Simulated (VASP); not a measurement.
SiC8: single point with PBE+D3(BJ)

SiC8, a slab with vacuum:

```
C Si
1.0
     4.93134    0.00000    0.00000
    -2.46567    4.27066    0.00000
     0.00000    0.00000   17.30003
C Si
8 1
Cartesian
  1.2328 0.7118 4.0000
  0.0000 2.8471 4.0000
  3.6985 0.7118 4.0000
  2.4657 2.8471 4.0000
  0.0000 1.4236 4.0000
  -1.2328 3.5589 4.0000
  2.4657 1.4236 4.0000
  1.2328 3.5589 4.0000
  1.2328 0.7118 6.5000
```

```yaml
Program: VASP 6.6.1
Task: single point
Functional: PBE
Dispersion: D3(BJ)
Potentials_or_basis: VASP PAW PBE potentials, release 64 (C, Si)
Cutoff: 520 eV
k_mesh: 6 × 6 × 1
Occupations: gaussian, width 0.1 eV
Spin: collinear spin
Starting_moments: "[0.0, 0.0, 0.0, 0.0, 0.0, 0.0, 0.0, 0.0, 2.0] μB"
Dipole_correction: yes
Further_INCAR_settings: ALGO = Normal; EDIFF = 1e-06; NBANDS = 32
```

```
Largest force                                         : 0.578 eV/Å
Net moment                                            : 1.89 μB per cell
Site moments                                          : C +0.01, +0.04, -0.00 (each value once); Si +0.48 μB
Valence electrons inside the program's atomic spheres : C 2.66, 2.65 (each value once); Si 1.51
Dispersion energy per atom                            : -0.115 eV
```

Forces in eV/Å, atoms in the order of the input:
```
C    0.000  0.000  0.395
C    0.141  0.081 -0.145
C    0.000 -0.163 -0.145
C   -0.141  0.081 -0.145
C   -0.478  0.276  0.169
C    0.000 -0.552  0.169
C    0.478  0.276  0.169
C    0.000  0.000 -0.134
Si   0.000  0.000 -0.334
```

Levels at points of the mesh, in eV from the Fermi level:
Spin up:
```tsv
k point	band 16	band 17	band 18	band 19	band 20	band 21	band 22	band 23
(0.00, 0.00, 0.00)	-3.27	-3.27	-0.40	-0.40	0.08	1.25	1.50	1.50
(0.50, 0.00, 0.00)	-3.74	-3.73	-0.97	0.02	0.80	2.01	2.05	4.68
```
Spin down:
| k point | band 13 | band 14 | band 15 | band 16 | band 17 | band 18 | band 19 | band 20 | band 21 | band 22 |
| --- | --- | --- | --- | --- | --- | --- | --- | --- | --- | --- |
| (0.00, 0.00, 0.00) | -3.77 | -3.77 | -3.36 | -3.12 | -3.12 | 0.35 | 0.46 | 0.46 | 1.58 | 2.53 |
| (0.50, 0.00, 0.00) | -5.86 | -5.71 | -5.02 | -3.55 | -3.53 | 0.50 | 1.24 | 1.55 | 2.28 | 2.29 |

It took 6.9 min on 1 thread of Intel(R) Xeon(R) Platinum 8488C (Sapphire Rapids), on a shared host, peak memory 0.72 GiB.

Caveat: a moment this small can come from the mesh or the smearing.
